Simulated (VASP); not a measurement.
Input of a VASP 6.6.1 run:

File POSCAR:

```
CrCuO2
1.0
    1.4867000139      0.8583466533      5.7000000000
   -1.4867000139      0.8583466533      5.7000000000
    0.0000000000     -1.7166933065      5.7000000000
Cr Cu O
1 1 2
Direct
    0.5000000000      0.5000000000      0.5000000000
    0.0000000000      0.0000000000      0.0000000000
    0.1079200000      0.1079200000      0.1079200000
    0.8920800000      0.8920800000      0.8920800000
```

INCAR.step1

```
SYSTEM = CrCuO2
  ALGO = Normal
  EDIFF = 1E-5
  ENCUT = 660
  GGA = PE
  GGA_COMPAT = .False.
  ISMEAR = 0
  ISPIN = 2
  LASPH = .True.
  LCHARG = .False.
  LMAXMIX = 4
  LREAL = .False.
  LWAVE = .True.
  MAGMOM = 3 1 0 0
  NBANDS = 30
  NELM = 200
  PREC = Accurate
  SIGMA = 0.1
```

The input INCAR.step2:

```
SYSTEM = CrCuO2
  ALGO = Normal
  EDIFF = 1E-6
  ENCUT = 660
  GGA_COMPAT = .False.
  ISIF = 2
  ISMEAR = 0
  ISPIN = 2
  ISTART = 1
  LASPH = .True.
  LCHARG = .False.
  LMAXMIX = 4
  LMIXTAU = .True.
  LORBIT = 11
  LREAL = .False.
  LWAVE = .False.
  MAGMOM = 3 1 0 0
  METAGGA = R2SCAN
  NBANDS = 30
  NELM = 200
  PREC = Accurate
  SIGMA = 0.1
```

File KPOINTS:

```
k-points
0
Gamma
  6 6 6
  0 0 0
```

Potentials or basis: VASP PAW PBE potentials, release 64 (Cr_pv, Cu, O).

Command:

```sh
$ cat potpaw_PBE.64/Cr_pv/POTCAR potpaw_PBE.64/Cu/POTCAR potpaw_PBE.64/O/POTCAR > POTCAR
$ cp INCAR.step1 INCAR
$ mpirun -np 1 vasp_std > vasp.out
$ cp INCAR.step2 INCAR
$ mpirun -np 1 vasp_std > vasp.out
```

Question: Estimate the pressure.

Answer: 0.4 GPa.

Question: What does it give for the largest force?

Answer: 0.043 eV/Å.

Question: Predict the net moment.

Answer: 3.00 μB per cell.

Stress tensor (GPa, compression positive):
```
 0.81  0.00  0.00
 0.00  0.81  0.00
 0.00  0.00 -0.49
```

Caveat: the PAW data sets were made with another functional, which shifts forces and pressure a little.
